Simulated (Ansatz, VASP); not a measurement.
Al in VASP and in Ansatz

```
Al
1.0
     2.82708    0.00000    0.00000
    -1.41354    2.44832    0.00000
     0.00000    0.00000    9.18599
Al
4
Direct
  0.00000 0.00000 0.00000
  0.33333 0.66667 0.25000
  0.00000 0.00000 0.50000
  0.66667 0.33333 0.75000
```

Alike in both runs: task single point; functional LDA; k mesh 3 × 3 × 1; no spin polarisation.

|  | VASP | Ansatz |
| --- | --- | --- |
| version | VASP 6.6.1 | Ansatz 0.2.0 |
| potentials or method | VASP PAW LDA potentials, release 64 (Al), cutoff 520 eV | plane waves, PAW |
| occupations | methfessel-paxton of order 1, width 0.05 eV | cold, width 0.05 eV |
| valence electrons in the cell | 12 | 12 |

Ansatz gave:

```
pressure (GPa)                                                : -0.1
traceless stress, the component that is largest in VASP (GPa) : 10.01
```

Q: Which values does VASP return?

A: Pressure (GPa): 0.0; traceless stress, the component that is largest in VASP (GPa): 9.96.

LDA's correlation is that of Perdew and Zunger in VASP and of Perdew and Wang (1992) in Ansatz.

The k mesh is coarse, so the values compare programs but aren't converged.
